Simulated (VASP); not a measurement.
# NiGe in VASP: notebook

Runs on NiGe. Level: PBE. Tasks: single point.

Everything below comes from runs of VASP 6.6.1. Logs are shortened: lines on timing, memory, paths and dates and some standing lists are left out, and cuts for length are marked.

**1. The cell of the first run**

Symmetry: Pnma, No. 62, orthorhombic system. Conventional cell: a = 5.393 Å, b = 3.483 Å, c = 5.846 Å, α = 90.00°, β = 90.00°, γ = 90.00°. Within 3.1 Å of Ni (site symmetry m) lie 6 Ge at 2.35 to 2.52 Å and 4 Ni at 2.78 to 2.83 Å. Within 3.1 Å of Ge (site symmetry m) lie 6 Ni at 2.35 to 2.52 Å and 2 Ge at 2.88 Å.

**2. Single point, PBE**

The input, INCAR:

```
PREC     = Accurate       # precision mode
ENCUT    = 520            # plane-wave cutoff, eV
EDIFF    = 1E-6           # SCF threshold, eV
ISMEAR   = 0              # smearing method
SIGMA    = 0.2            # smearing width, eV
LREAL    = F              # projectors in reciprocal space
LASPH    = T              # aspherical terms in the spheres
NELM     = 80             # most SCF steps
ALGO     = Normal         # electronic algorithm
ISIF     = 2              # what is computed and relaxed
LWAVE    = F              # write WAVECAR
LCHARG   = F              # write CHGCAR
GGA      = PE             # functional
NBANDS   = 58             # bands
```

The input, KPOINTS:

```
regular mesh
0
Gamma
  6 4 4
```

The input, POSCAR:

```
NiGe
1.0
    0.0000000000     -3.4832537746      0.0000000000
   -5.3931029857      0.0000000000      0.0000000000
    0.0000000000      0.0000000000     -5.8461458374
Ni Ge
4 4
Direct
    0.2500000000      0.0056743720      0.8094078226
    0.7500000000      0.9943256280      0.1905921774
    0.7500000000      0.4943256280      0.3094078226
    0.2500000000      0.5056743720      0.6905921774
    0.2500000000      0.1900299033      0.4125147877
    0.7500000000      0.8099700967      0.5874852123
    0.7500000000      0.3099700967      0.9125147877
    0.2500000000      0.6900299033      0.0874852123
```

Potentials or basis: VASP PAW PBE potentials, release 64 (Ni, Ge_d).

Run with:

```sh
> cat potpaw_PBE.64/Ni/POTCAR potpaw_PBE.64/Ge_d/POTCAR > POTCAR
> mpirun -np 1 vasp_std > vasp.out
```

OUTCAR:

```text
PREC = Accurate
   ENCUT = 520
   EDIFF = 1E-6
   ISMEAR = 0
   LREAL = F
   LASPH = T
   NELM = 80
   ISIF = 2
   GGA = PE

 ion  position               nearest neighbor table
   1  0.250  0.006  0.809-   8 2.35   6 2.41   6 2.41   7 2.47   7 2.47   5 2.52   4 2.78   4 2.78
                             2 2.83   2 2.83
   2  0.750  0.994  0.191-   7 2.35   5 2.41   5 2.41   8 2.47   8 2.47   6 2.52   3 2.78   3 2.78
                             1 2.83   1 2.83
   3  0.750  0.494  0.309-   6 2.35   8 2.41   8 2.41   5 2.47   5 2.47   7 2.52   2 2.78   2 2.78
                             4 2.83   4 2.83
   4  0.250  0.506  0.691-   5 2.35   7 2.41   7 2.41   6 2.47   6 2.47   8 2.52   1 2.78   1 2.78
                             3 2.83   3 2.83
   5  0.250  0.190  0.413-   4 2.35   2 2.41   2 2.41   3 2.47   3 2.47   1 2.52   6 2.88   6 2.88

   6  0.750  0.810  0.587-   3 2.35   1 2.41   1 2.41   4 2.47   4 2.47   2 2.52   5 2.88   5 2.88

   7  0.750  0.310  0.913-   2 2.35   4 2.41   4 2.41   1 2.47   1 2.47   3 2.52   8 2.88   8 2.88

   8  0.250  0.690  0.087-   1 2.35   3 2.41   3 2.41   2 2.47   2 2.47   4 2.52   7 2.88   7 2.88

  LATTYP: Found a simple orthorhombic cell.
 ALAT       =     3.4832537746
 B/A-ratio  =     1.5482945931
 C/A-ratio  =     1.6783577126

  Lattice vectors:

 A1 = (   0.0000000000,  -3.4832537746,   0.0000000000)
 A2 = (  -5.3931029857,   0.0000000000,   0.0000000000)
 A3 = (   0.0000000000,   0.0000000000,  -5.8461458374)

Analysis of symmetry for initial positions (statically):
=====================================================================
 Subroutine PRICEL returns:
 Original cell was already a primitive cell.

 Routine SETGRP: Setting up the symmetry group for a
 simple orthorhombic supercell.

 Subroutine GETGRP returns: Found  8 space group operations
 (whereof  2 operations were pure point group operations)
 out of a pool of  8 trial point group operations.

The static configuration has the point symmetry S_2 .
 The point group associated with its full space group is D_2h.

Analysis of symmetry for dynamics (positions and initial velocities):
=====================================================================
 Subroutine PRICEL returns:
 Original cell was already a primitive cell.

 Routine SETGRP: Setting up the symmetry group for a
 simple orthorhombic supercell.

 Subroutine GETGRP returns: Found  8 space group operations
 (whereof  2 operations were pure point group operations)
 out of a pool of  8 trial point group operations.

[... 119 lines left out ...]
   ISIF   =      2    stress and relaxation
   ISYM   =      2    0-nonsym 1-usesym 2-fastsym
   POTIM  = 0.5000    time-step for ionic-motion
   TEBEG  =    0.0;   TEEND  =   0.0 temperature during run
   PSTRESS=    0.0 pullay stress
   NELECT =      96.0000    total number of electrons
   NUPDOWN=      -1.0000    fix difference up-down
   EMIN   =  10.00;   EMAX   =-10.00  energy-range for DOS
   EFERMI =   0.00;   METHOD = LEGACY
   ISMEAR =     0;   SIGMA  =   0.20  broadening in eV -4-tet -1-fermi 0-gaus
   EFERMI_NEDOS =   21; number of points for ismear=-14 and -15
   IALGO  =     38    algorithm
   IMIX   =      4    mixing-type and parameters
     AMIX     =   0.40;   BMIX     =  1.00
     AMIX_MAG =   1.60;   BMIX_MAG =  1.00
  volume/ion in A,a.u.               =      13.73        92.64
  Fermi-wavevector in a.u.,A,eV,Ry     =   1.565311  2.958010 33.336992  2.450200
  Thomas-Fermi vector in A             =   2.667806
   LORBIT       =      0    0 simple, 1 ext, 2 COOP (PROOUT), +10 PAW based schemes
   GGA     = PE    functional components
   LHFCALC =     F    Hartree Fock is set to
   AEXX    =    0.0000 exact exchange contribution
   IVDW    =     0    specifies the selected vdW correction
   LEPSILON=     F    determine dielectric tensor
   LRPA    =     F    only Hartree local field effects (RPA)
 non-spin polarized calculation
 Gauss-broadening in eV      SIGMA  =   0.20
  energy-cutoff  :      520.00
  volume of cell :      109.82
 maximum number of plane-waves:      2992
 NGX is ok and might be reduce to    28
   NGX = 13   NGY = 21   NGZ = 21

 number of electron      95.9999940 magnetization

 Free energy of the ion-electron system (eV)
  ---------------------------------------------------
  ext. energy  EPLUGINS =         0.00000000
  ---------------------------------------------------
  free energy    TOTEN  =       -42.45949088 eV

  energy without entropy =      -42.41737308  energy(sigma->0) =      -42.43843198

 E-fermi :   8.5782     XC(G=0): -12.4001

 val. band max:        8.5372363837   @ k =   0.5000   0.2500   0.0000
 cond. band min:       8.5913365626   @ k =   0.0000   0.2500   0.0000
 fundamental gap:      0.0541001789
 Fermi energy:         8.5781593805

 k-point     1 :       0.0000    0.0000    0.0000
  band No.  band energies     occupation
      1     -16.0723      2.00000
      2     -16.0602      2.00000
      3     -16.0540      2.00000
      4     -16.0513      2.00000
      5     -16.0345      2.00000
      6     -16.0167      2.00000
[... 1453 lines left out ...]
     57      15.1311      0.00000
     58      15.1311      0.00000

 [... further k-points ...]

------------------------ aborting loop because EDIFF is reached ----------------------------------------

  FORCE on cell =-STRESS in cart. coord.  units (eV):
  Direction    XX          YY          ZZ          XY          YZ          ZX
  --------------------------------------------------------------------------------------
  -------------------------------------------------------------------------------------
  Total        0.5645312     -0.2148411      0.1232365     -0.0000000      0.0000000      0.0000000
  in kB        8.2357865     -3.1342567      1.7978621     -0.0000000      0.0000000      0.0000000
  external PRESSURE =       2.2997973 kB  Pullay stress =       0.0000000 kB

 VOLUME and BASIS-vectors are now :
 -----------------------------------------------------------------------------
  energy-cutoff  :      520.00
  volume of cell :      109.82
      direct lattice vectors                 reciprocal lattice vectors
     0.000000000 -3.483253775  0.000000000     0.000000000 -0.287087897  0.000000000
    -5.393102986  0.000000000  0.000000000    -0.185422011  0.000000000  0.000000000
     0.000000000  0.000000000 -5.846145837     0.000000000  0.000000000 -0.171052866

 POSITION                                       TOTAL-FORCE (eV/Angst)
 -----------------------------------------------------------------------------------
     -0.03060     -0.87081     -4.73192        -0.009931      0.000000     -0.003180
     -5.36250     -2.61244     -1.11423         0.009931      0.000000      0.003180
     -2.66595     -2.61244     -1.80884         0.009931      0.000000     -0.003180
     -2.72715     -0.87081     -4.03730        -0.009931     -0.000000      0.003180
     -1.02485     -0.87081     -2.41162         0.020545     -0.000000     -0.007941
     -4.36825     -2.61244     -3.43452        -0.020545     -0.000000      0.007941
     -1.67170     -2.61244     -5.33469        -0.020545     -0.000000     -0.007941
     -3.72140     -0.87081     -0.51145         0.020545      0.000000      0.007941
 -----------------------------------------------------------------------------------
    total drift:                                0.000000     -0.000000     -0.000000

  FREE ENERGIE OF THE ION-ELECTRON SYSTEM (eV)
  ---------------------------------------------------
  free  energy   TOTEN  =       -42.4594908818 eV

  energy  without entropy=      -42.4173730839  energy(sigma->0) =      -42.43843198
```

OSZICAR:

```text
N       E                     dE             d eps       ncg     rms          rms(c)
DAV:   1     0.103799780495E+04    0.10380E+04   -0.40780E+04  4876   0.437E+03
DAV:   2     0.172133434324E+03   -0.86586E+03   -0.82816E+03  4176   0.102E+03
DAV:   3    -0.306255716482E+02   -0.20276E+03   -0.19406E+03  4198   0.276E+02
DAV:   4    -0.468387115563E+02   -0.16213E+02   -0.15880E+02  4646   0.879E+01
DAV:   5    -0.472713335326E+02   -0.43262E+00   -0.43131E+00  4520   0.161E+01    0.223E+01
DAV:   6    -0.548627106052E+02   -0.75914E+01   -0.83913E+01  4692   0.935E+01    0.327E+01
DAV:   7    -0.424834118359E+02    0.12379E+02   -0.29748E+01  4522   0.630E+01    0.361E+00
DAV:   8    -0.425408304321E+02   -0.57419E-01   -0.37822E+00  5044   0.130E+01    0.332E+00
DAV:   9    -0.424604306471E+02    0.80400E-01   -0.63373E-01  5012   0.738E+00    0.553E-01
DAV:  10    -0.424595285247E+02    0.90212E-03   -0.47717E-02  4456   0.231E+00    0.298E-01
DAV:  11    -0.424594739347E+02    0.54590E-04   -0.43223E-03  5568   0.560E-01    0.131E-01
DAV:  12    -0.424595093820E+02   -0.35447E-04   -0.43275E-04  4950   0.167E-01    0.437E-02
DAV:  13    -0.424594907553E+02    0.18627E-04   -0.62939E-05  5966   0.776E-02    0.637E-03
DAV:  14    -0.424594910645E+02   -0.30918E-06   -0.12819E-05  3820   0.236E-02    0.352E-03
DAV:  15    -0.424594908818E+02    0.18274E-06   -0.47124E-07  2220   0.680E-03
   1 F= -.42459491E+02 E0= -.42438432E+02  d E =-.421178E-01
```

stdout:

```text
POSCAR found type information on POSCAR NiGe
 POSCAR found :  2 types and       8 ions
 scaLAPACK will be used
 LDA part: xc-table for (Slater+PW92), standard interpolation
 POSCAR, INCAR and KPOINTS ok, starting setup
 FFT: planning ... GRIDC
 FFT: planning ... GRID_SOFT
 FFT: planning ... GRID
 WAVECAR not read
 entering main loop
```

It took 3.8 min on 1 thread of Intel Xeon 8259CL, shared host; peak memory 0.33 GiB.

What came out:

```
Free energy            : -42.4595 eV
Pressure               : 0.2 GPa
Largest force          : 0.022 eV/Å
Band gap on the k mesh : zero (bands 48 and 49 overlap by 1.41 eV)
```

Forces on the atoms (eV/Å):
```
Ni  -0.010  0.000 -0.003
Ni   0.010  0.000  0.003
Ni   0.010  0.000 -0.003
Ni  -0.010  0.000  0.003
Ge   0.021  0.000 -0.008
Ge  -0.021  0.000  0.008
Ge  -0.021  0.000 -0.008
Ge   0.021  0.000  0.008
```

Levels at points of the mesh, in eV from the Fermi level:
```csv
k point,band 45,band 46,band 47,band 48,band 49,band 50,band 51,band 52
"(0.00, 0.00, 0.00)",-1.60,-1.02,-0.79,-0.78,0.62,0.83,3.90,4.03
"(0.50, 0.00, 0.00)",-1.53,-1.53,-1.17,-1.17,-0.48,-0.48,1.97,1.97
"(0.00, 0.50, 0.00)",-1.50,-1.50,0.76,0.76,1.53,1.53,3.04,3.04
"(0.50, 0.50, 0.00)",-1.30,-1.30,-1.30,-1.30,0.30,0.30,0.30,0.30
"(0.00, 0.00, 0.50)",-1.18,-1.18,-0.16,-0.16,1.14,1.14,2.55,2.55
"(0.50, 0.00, 0.50)",-1.56,-1.56,-1.43,-1.43,0.43,0.43,0.65,0.65
"(0.00, 0.50, 0.50)",-0.88,-0.88,0.72,0.72,2.44,2.44,2.51,2.51
"(0.50, 0.50, 0.50)",-1.48,-1.48,-1.48,-1.48,2.44,2.44,2.44,2.44
```

**3. Single point, PBE**

The input, INCAR:

```
SYSTEM = NiGe
PREC = Accurate
ENCUT = 520
EDIFF = 1E-6
ISMEAR = 0
SIGMA = 0.2
LREAL = .FALSE.
LASPH = .TRUE.
NELM = 80
ALGO = Normal
ISIF = 2
LWAVE = .FALSE.
LCHARG = .FALSE.
GGA = PE
NBANDS = 58
```

The input, KPOINTS:

```
regular mesh
0
G
  6 4 4
  0 0 0
```

The input, POSCAR:

```
NiGe
1.0
   -0.0009193633     -3.4270049375      0.0012570597
   -5.4512634516      0.0003873195      0.0003698320
    0.0002244661     -0.0010502705     -5.8778181717
Ni Ge
4 4
Direct
    0.2499723819      0.0047511387      0.8103708135
    0.7500109518      0.9952556453      0.1896330297
    0.7499711808      0.4952534420      0.3103459136
    0.2500187426      0.5047477376      0.6896504800
    0.2500356283      0.1893283414      0.4156605074
    0.7499768640      0.8106710132      0.5843486232
    0.7500267762      0.3106870759      0.9156462012
    0.2499874745      0.6893056058      0.0843444313
```

Potentials or basis: VASP PAW PBE potentials, release 64 (Ni, Ge_d).

Run with:

```sh
> cat potpaw_PBE.64/Ni/POTCAR potpaw_PBE.64/Ge_d/POTCAR > POTCAR
> mpirun -np 1 vasp_std > vasp.out
```

OUTCAR:

```text
SYSTEM = NiGe
   PREC = Accurate
   ENCUT = 520
   EDIFF = 1E-6
   ISMEAR = 0
   LREAL = .FALSE.
   LASPH = .TRUE.
   NELM = 80
   ISIF = 2
   GGA = PE

 ion  position               nearest neighbor table
   1  0.250  0.005  0.810-   8 2.36   6 2.41   6 2.41   7 2.47   7 2.47   5 2.53   2 2.81   2 2.81
                             4 2.82   4 2.82
   2  0.750  0.995  0.190-   7 2.36   5 2.41   5 2.41   8 2.47   8 2.47   6 2.53   1 2.81   1 2.81
                             3 2.82   3 2.82
   3  0.750  0.495  0.310-   6 2.36   8 2.41   8 2.41   5 2.47   5 2.47   7 2.53   4 2.81   4 2.81
                             2 2.82   2 2.82
   4  0.250  0.505  0.690-   5 2.36   7 2.41   7 2.41   6 2.47   6 2.47   8 2.53   3 2.81   3 2.81
                             1 2.82   1 2.82
   5  0.250  0.189  0.416-   4 2.36   2 2.41   2 2.41   3 2.47   3 2.47   1 2.53   6 2.86   6 2.86

   6  0.750  0.811  0.584-   3 2.36   1 2.41   1 2.41   4 2.47   4 2.47   2 2.53   5 2.86   5 2.86

   7  0.750  0.311  0.916-   2 2.36   4 2.41   4 2.41   1 2.47   1 2.47   3 2.53   8 2.86   8 2.86

   8  0.250  0.689  0.084-   1 2.36   3 2.41   3 2.41   2 2.47   2 2.47   4 2.53   7 2.86   7 2.86

  LATTYP: Found a triclinic cell.
 ALAT       =     3.4270052914
[... 208 lines left out ...]
      1     -16.0760      2.00000
      2     -16.0653      2.00000
      3     -16.0567      2.00000
      4     -16.0555      2.00000
      5     -16.0311      2.00000
      6     -16.0165      2.00000
[... 1453 lines left out ...]
     57      15.1605      0.00000
     58      15.1616      0.00000

 [... further k-points ...]

------------------------ aborting loop because EDIFF is reached ----------------------------------------

  FORCE on cell =-STRESS in cart. coord.  units (eV):
  Direction    XX          YY          ZZ          XY          YZ          ZX
  --------------------------------------------------------------------------------------
  -------------------------------------------------------------------------------------
  Total        0.0496895      0.0104296      0.0214693     -0.0141226      0.0110552      0.0079077
  in kB        0.7250153      0.1521780      0.3132565     -0.2060612      0.1613048      0.1153806
  external PRESSURE =       0.3968166 kB  Pullay stress =       0.0000000 kB

 VOLUME and BASIS-vectors are now :
 -----------------------------------------------------------------------------
  energy-cutoff  :      520.00
  volume of cell :      109.81
      direct lattice vectors                 reciprocal lattice vectors
    -0.000919363 -3.427004938  0.001257060    -0.000020729 -0.291799963  0.000052139
    -5.451263452  0.000387320  0.000369832    -0.183443708  0.000049210 -0.000007014
     0.000224466 -0.001050271 -5.877818172    -0.000011547 -0.000062403 -0.170131145

 POSITION                                       TOTAL-FORCE (eV/Angst)
 -----------------------------------------------------------------------------------
     -0.02595     -0.85751     -4.76290        -0.019471     -0.000993      0.005796
     -5.42605     -2.57010     -1.11332         0.019764      0.000390     -0.005718
     -2.70038     -2.57029     -1.82303         0.020393     -0.001325      0.005201
     -2.75159     -0.85734     -4.05314        -0.020435      0.000840     -0.005319
     -1.03222     -0.85724     -2.44279        -0.015063      0.000253      0.001796
     -4.41974     -2.57047     -3.43345         0.015018      0.000283     -0.001462
     -1.69412     -2.57119     -5.38094         0.016580     -0.000313      0.000849
     -3.75780     -0.85653     -0.49519        -0.016785      0.000865     -0.001143
 -----------------------------------------------------------------------------------
    total drift:                                0.000021      0.000020     -0.000077

  FREE ENERGIE OF THE ION-ELECTRON SYSTEM (eV)
  ---------------------------------------------------
  free  energy   TOTEN  =       -42.4652729298 eV

  energy  without entropy=      -42.4315829027  energy(sigma->0) =      -42.44842792
```

Wall time 6.7 min (1 thread of Intel Xeon 8259CL, shared host); peak memory 0.39 GiB.

What came out:

```
Free energy            : -42.4653 eV
Pressure               : 0.0 GPa
Largest force          : 0.021 eV/Å
Band gap on the k mesh : zero (bands 48 and 49 overlap by 1.26 eV)
```

Forces in eV/Å, atoms in the order of the input:
```
Ni  -0.019 -0.001  0.006
Ni   0.020  0.000 -0.006
Ni   0.020 -0.001  0.005
Ni  -0.020  0.001 -0.005
Ge  -0.015  0.000  0.002
Ge   0.015  0.000 -0.001
Ge   0.017  0.000  0.001
Ge  -0.017  0.001 -0.001
```

Levels at points of the mesh, in eV from the Fermi level:
| k point | band 44 | band 45 | band 46 | band 47 | band 48 | band 49 | band 50 | band 51 | band 52 | band 53 |
| --- | --- | --- | --- | --- | --- | --- | --- | --- | --- | --- |
| (0.00, 0.00, 0.00) | -1.69 | -1.66 | -1.08 | -0.91 | -0.52 | 0.51 | 0.66 | 4.08 | 4.16 | 4.44 |
| (0.50, 0.00, 0.00) | -1.65 | -1.52 | -1.52 | -1.23 | -1.23 | -0.54 | -0.54 | 1.88 | 1.88 | 2.12 |
| (0.00, 0.50, 0.00) | -1.63 | -1.57 | -1.57 | 0.57 | 0.57 | 1.69 | 1.69 | 3.03 | 3.04 | 4.27 |
| (0.50, 0.50, 0.00) | -1.65 | -1.36 | -1.36 | -1.36 | -1.36 | 0.28 | 0.28 | 0.28 | 0.28 | 3.99 |
| (0.00, 0.00, 0.50) | -1.75 | -1.33 | -1.33 | -0.27 | -0.27 | 1.34 | 1.34 | 2.51 | 2.51 | 4.21 |
| (0.50, 0.00, 0.50) | -1.60 | -1.56 | -1.56 | -1.49 | -1.49 | 0.32 | 0.32 | 0.61 | 0.61 | 2.12 |
| (0.00, 0.50, 0.50) | -1.76 | -1.03 | -1.03 | 0.55 | 0.55 | 2.33 | 2.33 | 2.40 | 2.40 | 2.71 |
| (0.50, 0.50, 0.50) | -1.75 | -1.51 | -1.51 | -1.51 | -1.51 | 2.36 | 2.36 | 2.37 | 2.37 | 3.13 |

Spin polarisation is off, so any magnetic state and its effect on volume and gap are missing.

(Part 1 of 2 ends here.)
